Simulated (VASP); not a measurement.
KPt:

```xyz
2
Lattice="3.0008 0.0000 0.0000 -1.5004 2.5988 0.0000 0.0000 0.0000 5.3456" Properties=species:S:1:pos:R:3 pbc="T T T"
K     0.0000    0.0000    2.6728
Pt    1.5004    0.8663    0.0000
```

Base run:

- Program: VASP 6.6.1
- Functional: LDA
- Potentials or basis: VASP PAW LDA potentials, release 64 (K_sv, Pt)
- Cutoff: 520 eV
- k mesh: 11 × 11 × 6
- Occupations: fermi-dirac, width 0.08 eV
- Spin: collinear spin
- Starting moments: [0.0, 0.5] μB
- Fixed moment: 0.5 μB

Its results: pressure -6.0 GPa; site moments K +0.01; Pt +0.41 μB.

Q: The run is repeated on the same cell with these changes: fixed moment from 0.5 μB to 0.15 μB; moments at the start from [0.0, 0.5] to [0.0, 0.15]. What comes out?

A: Pressure -6.7 GPa; site moments K +0.01; Pt +0.12 μB.

Caveats: the cell stands under tension; the total moment is fixed, so each spin has its own Fermi level.
